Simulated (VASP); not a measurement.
# Ge (Fd-3m) in VASP: a series of runs

The runs below take Ge through single point, with LDA.

Program: VASP 6.6.1. These are calculated values, not measurements. Logs are shortened: lines on timing, memory, paths and dates and some standing lists are left out, and cuts for length are marked.

### Step 1. The cell of the first run

It takes space group Fd-3m (No. 227, cubic). Conventional cell: a = 5.630 Å, b = 5.630 Å, c = 5.630 Å, α = 90.00°, β = 90.00°, γ = 90.00°. Within 3.2 Å of Ge (site symmetry -43m) lie 4 Ge at 2.44 Å.

### Step 2. Single point, LDA

Input file INCAR:

```
SYSTEM = Ge
  ALGO = Normal
  EDIFF = 1E-6
  ENCUT = 520
  GGA = CA
  ISIF = 2
  ISMEAR = -1
  LASPH = .TRUE.
  LCHARG = .FALSE.
  LREAL = .FALSE.
  LWAVE = .FALSE.
  NBANDS = 21
  NELM = 100
  PREC = Accurate
  SIGMA = 0.01
```

Input file KPOINTS:

```
k-points
0
G
  10 10 10
  0 0 0
```

Input file POSCAR:

```
Ge
1.0
    0.0000000000      2.8147752533      2.8147752533
    2.8147752533      0.0000000000      2.8147752533
    2.8147752533      2.8147752533      0.0000000000
Ge
2
Direct
    0.5000000000      0.5000000000      0.5000000000
    0.7500000000      0.7500000000      0.7500000000
```

Potentials or basis: VASP PAW LDA potentials, release 64 (Ge_d).

Run with:

```bash
$ cat potpaw_LDA.64/Ge_d/POTCAR > POTCAR
$ mpirun -np 1 vasp_std > vasp.out
```

OUTCAR:

```text
SYSTEM = Ge
   EDIFF = 1E-6
   ENCUT = 520
   GGA = CA
   ISIF = 2
   ISMEAR = -1
   LASPH = .TRUE.
   LREAL = .FALSE.
   NELM = 100
   PREC = Accurate

 ion  position               nearest neighbor table
   1  0.500  0.500  0.500-   2 2.44   2 2.44   2 2.44   2 2.44
   2  0.750  0.750  0.750-   1 2.44   1 2.44   1 2.44   1 2.44

  LATTYP: Found a face centered cubic cell.
 ALAT       =     5.6295505066

  Lattice vectors:

 A1 = (   0.0000000000,   2.8147752533,   2.8147752533)
 A2 = (   2.8147752533,   0.0000000000,   2.8147752533)
 A3 = (   2.8147752533,   2.8147752533,   0.0000000000)

Analysis of symmetry for initial positions (statically):
=====================================================================
 Subroutine PRICEL returns:
 Original cell was already a primitive cell.

 Routine SETGRP: Setting up the symmetry group for a
 face centered cubic supercell.

 Subroutine GETGRP returns: Found 48 space group operations
 (whereof 24 operations were pure point group operations)
 out of a pool of 48 trial point group operations.

The static configuration has the point symmetry T_d .
 The point group associated with its full space group is O_h .

Analysis of symmetry for dynamics (positions and initial velocities):
=====================================================================
 Subroutine PRICEL returns:
 Original cell was already a primitive cell.

 Routine SETGRP: Setting up the symmetry group for a
 face centered cubic supercell.

 Subroutine GETGRP returns: Found 48 space group operations
 (whereof 24 operations were pure point group operations)
 out of a pool of 48 trial point group operations.

The dynamic configuration has the point symmetry T_d .
 The point group associated with its full space group is O_h .

 Subroutine INISYM returns: Found 48 space group operations
 (whereof 24 operations are pure point group operations),
 and found     1 'primitive' translations

----------------------------------------------------------------------------------------

                                     Primitive cell

  volume of cell :      44.6027

  direct lattice vectors                    reciprocal lattice vectors
     0.000000000  2.814775253  2.814775253    -0.177634076  0.177634076  0.177634076
     2.814775253  0.000000000  2.814775253     0.177634076 -0.177634076  0.177634076
     2.814775253  2.814775253  0.000000000     0.177634076  0.177634076 -0.177634076

  length of vectors
     3.980693338  3.980693338  3.980693338     0.307671244  0.307671244  0.307671244

  position of ions in fractional coordinates (direct lattice)
     0.500000000  0.500000000  0.500000000
     0.750000000  0.750000000  0.750000000

  ion indices of the primitive-cell ions
   primitive index   ion index
                 1           1
                 2           2

----------------------------------------------------------------------------------------

 KPOINTS: k-points

Automatic generation of k-mesh.
 Grid dimensions read from file:
 generate k-points for:   10   10   10

 Generating k-lattice:

  Cartesian coordinates                     Fractional coordinates (reciprocal lattice)
    -0.017763408  0.017763408  0.017763408     0.100000000  0.000000000  0.000000000
     0.017763408 -0.017763408  0.017763408     0.000000000  0.100000000  0.000000000
     0.017763408  0.017763408 -0.017763408     0.000000000  0.000000000  0.100000000

  Length of vectors
     0.030767124  0.030767124  0.030767124

  Shift w.r.t. Gamma in fractional coordinates (k-lattice)
     0.000000000  0.000000000  0.000000000

 Subroutine IBZKPT returns following result:
 ===========================================

 Found     47 irreducible k-points:

 Following reciprocal coordinates:
            Coordinates               Weight
  0.000000  0.000000  0.000000      1.000000
  0.100000  0.000000  0.000000      8.000000
  0.200000  0.000000  0.000000      8.000000
  0.300000  0.000000  0.000000      8.000000
  0.400000  0.000000  0.000000      8.000000
  0.500000  0.000000  0.000000      4.000000
[... 16 lines left out ...]
  0.300000  0.300000  0.000000      6.000000
  0.400000  0.300000  0.000000     24.000000
 [... further k-points ...]
   k-points           NKPTS =     47   k-points in BZ     NKDIM =     47   number of bands    NBANDS=     21
   number of dos      NEDOS =    301   number of ions     NIONS =      2
   total plane-waves  NPLWV =  27000
   dimension x,y,z NGX =    30 NGY =   30 NGZ =   30
   dimension x,y,z NGXF=    60 NGYF=   60 NGZF=   60
   ions per type =               2
   NGX,Y,Z   is equivalent  to a cutoff of  12.53, 12.53, 12.53 a.u.
   NGXF,Y,Z  is equivalent  to a cutoff of  25.06, 25.06, 25.06 a.u.
 SYSTEM =  Ge
   PREC   = accura    normal or accurate (medium, high low for compatibility)
   ISTART =      0    job   : 0-new  1-cont  2-samecut
   ICHARG =      2    charge: 1-file 2-atom 10-const
   ISPIN  =      1    spin polarized calculation?
   LNONCOLLINEAR =      F non collinear calculations
   LSORBIT =      F    spin-orbit coupling
   LASPH  =      T    aspherical Exc in radial PAW
   ENCUT  =  520.0 eV  38.22 Ry    6.18 a.u.   7.40  7.40  7.40*2*pi/ulx,y,z
   NELM   =    100;   NELMIN=  2; NELMDL= -5     # of ELM steps
   EDIFF  = 0.1E-05   stopping-criterion for ELM
   LREAL  =      F    real-space projection
   EDIFFG = 0.1E-04   stopping-criterion for IOM
   NSW    =      0    number of steps for IOM
   IBRION =     -1    ionic relax: 0-MD 1-quasi-New 2-CG
   NFREE  =      0    steps in history (QN), initial steepest desc. (CG)
   ISIF   =      2    stress and relaxation
   ISYM   =      2    0-nonsym 1-usesym 2-fastsym
   POTIM  = 0.5000    time-step for ionic-motion
   TEBEG  =    0.0;   TEEND  =   0.0 temperature during run
   PSTRESS=    0.0 pullay stress
   NELECT =      28.0000    total number of electrons
   NUPDOWN=      -1.0000    fix difference up-down
   EMIN   =  10.00;   EMAX   =-10.00  energy-range for DOS
   EFERMI =   0.00;   METHOD = LEGACY
   ISMEAR =    -1;   SIGMA  =   0.01  broadening in eV -4-tet -1-fermi 0-gaus
   EFERMI_NEDOS =   21; number of points for ismear=-14 and -15
   IALGO  =     38    algorithm
   IMIX   =      4    mixing-type and parameters
     AMIX     =   0.40;   BMIX     =  1.00
     AMIX_MAG =   1.60;   BMIX_MAG =  1.00
  volume/ion in A,a.u.               =      22.30       150.50
  Fermi-wavevector in a.u.,A,eV,Ry     =   1.401760  2.648943 26.734526  1.964932
  Thomas-Fermi vector in A             =   2.524590
   LORBIT       =      0    0 simple, 1 ext, 2 COOP (PROOUT), +10 PAW based schemes
   GGA     = CA    functional components
   LHFCALC =     F    Hartree Fock is set to
   AEXX    =    0.0000 exact exchange contribution
   IVDW    =     0    specifies the selected vdW correction
   LEPSILON=     F    determine dielectric tensor
   LRPA    =     F    only Hartree local field effects (RPA)
 non-spin polarized calculation
  energy-cutoff  :      520.00
  volume of cell :       44.60
 maximum number of plane-waves:      1243
 NGX is ok and might be reduce to    30
   NGX = 15   NGY = 15   NGZ = 15

 number of electron      28.0000032 magnetization

 Free energy of the ion-electron system (eV)
  ---------------------------------------------------
  ext. energy  EPLUGINS =         0.00000000
  ---------------------------------------------------
  free energy    TOTEN  =       -10.38855929 eV

  energy without entropy =      -10.38851476  energy(sigma->0) =      -10.38853702

 E-fermi :   4.8812     XC(G=0): -10.3590

 val. band max:        4.8716249947   @ k =   0.0000   0.0000   0.0000
 cond. band min:       4.9835990450   @ k =   0.5000   0.0000   0.0000
 fundamental gap:      0.1119740502
 Fermi energy:         4.8812255132

 k-point     1 :       0.0000    0.0000    0.0000
  band No.  band energies     occupation
      1     -20.0896      2.00000
      2     -20.0896      2.00000
      3     -20.0896      2.00000
      4     -20.0517      2.00000
      5     -20.0517      2.00000
      6     -19.8328      2.00000
[... 13 lines left out ...]
     20      14.4623      0.00000
     21      14.4623      0.00000

 k-point     2 :       0.1000    0.0000    0.0000
  band No.  band energies     occupation
      1     -20.0956      2.00000
      2     -20.0956      2.00000
      3     -20.0879      2.00000
      4     -20.0434      2.00000
      5     -20.0434      2.00000
      6     -19.8418      2.00000
[... 13 lines left out ...]
     20      13.6890      0.00000
     21      13.6890      0.00000

 k-point     3 :       0.2000    0.0000    0.0000
  band No.  band energies     occupation
      1     -20.1048      2.00000
      2     -20.1048      2.00000
      3     -20.0834      2.00000
      4     -20.0287      2.00000
      5     -20.0287      2.00000
      6     -19.8541      2.00000
[... 13 lines left out ...]
     20      13.1653      0.00000
     21      13.1653      0.00000

 k-point     4 :       0.3000    0.0000    0.0000
  band No.  band energies     occupation
      1     -20.1112      2.00000
      2     -20.1112      2.00000
      3     -20.0778      2.00000
      4     -20.0165      2.00000
      5     -20.0165      2.00000
      6     -19.8630      2.00000
[... 13 lines left out ...]
     20      13.5444      0.00000
     21      13.5444      0.00000

 k-point     5 :       0.4000    0.0000    0.0000
  band No.  band energies     occupation
      1     -20.1142      2.00000
      2     -20.1142      2.00000
      3     -20.0731      2.00000
      4     -20.0100      2.00000
      5     -20.0100      2.00000
      6     -19.8671      2.00000
[... 13 lines left out ...]
     20      14.7910      0.00000
     21      14.7910      0.00000

 k-point     6 :       0.5000    0.0000    0.0000
  band No.  band energies     occupation
      1     -20.1150      2.00000
      2     -20.1150      2.00000
      3     -20.0713      2.00000
      4     -20.0081      2.00000
      5     -20.0081      2.00000
      6     -19.8681      2.00000
[... 13 lines left out ...]
     20      15.9640      0.00000
     21      16.1249      0.00000

 k-point     7 :       0.1000    0.1000    0.0000
  band No.  band energies     occupation
      1     -20.0957      2.00000
      2     -20.0935      2.00000
      3     -20.0935      2.00000
      4     -20.0457      2.00000
      5     -20.0348      2.00000
      6     -19.8588      2.00000
[... 13 lines left out ...]
     20      12.6918      0.00000
     21      14.6336      0.00000
[... 291 lines left out ...]
      1     -20.1361      2.00000
      2     -20.1228      2.00000
      3     -20.0431      2.00000
      4     -19.9890      2.00000
      5     -19.9800      2.00000
      6     -19.9026      2.00000
[... 13 lines left out ...]
     20      14.2852      0.00000
     21      15.6546      0.00000

 k-point    21 :      -0.3000    0.2000    0.0000
  band No.  band energies     occupation
      1     -20.1307      2.00000
      2     -20.1234      2.00000
      3     -20.0462      2.00000
      4     -20.0060      2.00000
      5     -19.9806      2.00000
      6     -19.8983      2.00000
[... 13 lines left out ...]
     20      14.1715      0.00000
     21      16.2252      0.00000

 k-point    22 :      -0.2000    0.2000    0.0000
  band No.  band energies     occupation
      1     -20.1203      2.00000
      2     -20.1198      2.00000
      3     -20.0614      2.00000
      4     -20.0179      2.00000
      5     -19.9937      2.00000
      6     -19.8889      2.00000
[... 13 lines left out ...]
     20      14.6560      0.00000
     21      15.2855      0.00000

 k-point    23 :       0.3000    0.3000    0.0000
  band No.  band energies     occupation
      1     -20.1138      2.00000
      2     -20.1138      2.00000
      3     -20.0903      2.00000
      4     -20.0017      2.00000
      5     -19.9583      2.00000
      6     -19.9470      2.00000
[... 13 lines left out ...]
     20      15.9981      0.00000
     21      16.0080      0.00000

 k-point    24 :       0.4000    0.3000    0.0000
  band No.  band energies     occupation
      1     -20.1245      2.00000
      2     -20.1185      2.00000
      3     -20.0731      2.00000
      4     -19.9859      2.00000
      5     -19.9653      2.00000
      6     -19.9405      2.00000
[... 13 lines left out ...]
     20      16.4707      0.00000
     21      16.7423      0.00000

 [... further k-points ...]

------------------------ aborting loop because EDIFF is reached ----------------------------------------

  FORCE on cell =-STRESS in cart. coord.  units (eV):
  Direction    XX          YY          ZZ          XY          YZ          ZX
  --------------------------------------------------------------------------------------
  -------------------------------------------------------------------------------------
  Total       -0.0208704     -0.0208704     -0.0208704      0.0000000      0.0000000     -0.0000000
  in kB       -0.7496879     -0.7496879     -0.7496879      0.0000000      0.0000000     -0.0000000
  external PRESSURE =      -0.7496879 kB  Pullay stress =       0.0000000 kB

 VOLUME and BASIS-vectors are now :
 -----------------------------------------------------------------------------
  energy-cutoff  :      520.00
  volume of cell :       44.60
      direct lattice vectors                 reciprocal lattice vectors
     0.000000000  2.814775253  2.814775253    -0.177634076  0.177634076  0.177634076
     2.814775253  0.000000000  2.814775253     0.177634076 -0.177634076  0.177634076
     2.814775253  2.814775253  0.000000000     0.177634076  0.177634076 -0.177634076

 POSITION                                       TOTAL-FORCE (eV/Angst)
 -----------------------------------------------------------------------------------
      2.81478      2.81478      2.81478         0.000000      0.000000      0.000000
      4.22216      4.22216      4.22216        -0.000000     -0.000000     -0.000000
 -----------------------------------------------------------------------------------
    total drift:                                0.000000     -0.000000     -0.000000

  FREE ENERGIE OF THE ION-ELECTRON SYSTEM (eV)
  ---------------------------------------------------
  free  energy   TOTEN  =       -10.3885592915 eV

  energy  without entropy=      -10.3885147579  energy(sigma->0) =      -10.38853702
```

It took 56 s on 1 thread of Intel Xeon 8259CL, shared host; peak memory 0.16 GiB.

Results:

| Item | Value |
| --- | --- |
| Free energy | -10.3886 eV |
| Pressure | -0.1 GPa |
| Band gap on the k mesh | zero (filled and empty bands touch) |

Levels at points of the mesh, in eV from the Fermi level:
```tsv
k point	band 11	band 12	band 13	band 14	band 15	band 16	band 17	band 18
(0.00, 0.00, 0.00)	-12.93	-0.02	-0.01	-0.01	-0.01	2.52	2.52	2.52
(0.50, 0.00, 0.00)	-10.80	-7.71	-1.44	-1.44	0.10	3.72	3.72	6.97
(0.50, 0.50, 0.00)	-8.99	-8.99	-3.14	-3.14	0.64	0.64	9.52	9.52
```

### Step 3. Single point, LDA

Input file INCAR:

```
SYSTEM = Ge
ALGO = Normal
EDIFF = 1E-6
ENCUT = 520
ISIF = 2
ISMEAR = -1
LASPH = .True.
LCHARG = .True.
LELF = .True.
LREAL = .False.
LVHAR = .True.
LWAVE = .False.
NBANDS = 21
NELM = 100
PREC = Accurate
SIGMA = 0.03
```

Input file KPOINTS:

```
k-points
0
Gamma
  10 10 10
  0 0 0
```

POSCAR is that of step 2.

Potentials or basis: VASP PAW LDA potentials, release 64 (Ge_d).

Run with:

```bash
$ cat potpaw_LDA.64/Ge_d/POTCAR > POTCAR
$ mpirun -np 1 vasp_std > vasp.out
```

It took 61 s on 1 thread of Intel Xeon 8259CL, shared host; peak memory 0.16 GiB.

Results (log left out):

```
Free energy            : -10.3887 eV
Pressure               : -0.1 GPa
Band gap on the k mesh : zero (filled and empty bands touch)
```

Levels at points of the mesh, in eV from the Fermi level:
```
           k point  band 10  band 11  band 12  band 13  band 14  band 15  band 16  band 17  band 18  band 19
(0.00, 0.00, 0.00)   -24.71   -12.94    -0.03    -0.02    -0.02    -0.02     2.51     2.51     2.51     6.22
(0.50, 0.00, 0.00)   -24.69   -10.82    -7.73    -1.45    -1.45     0.09     3.70     3.70     6.95    10.47
(0.50, 0.50, 0.00)   -24.67    -9.00    -9.00    -3.15    -3.15     0.62     0.62     9.51     9.51    11.56
```
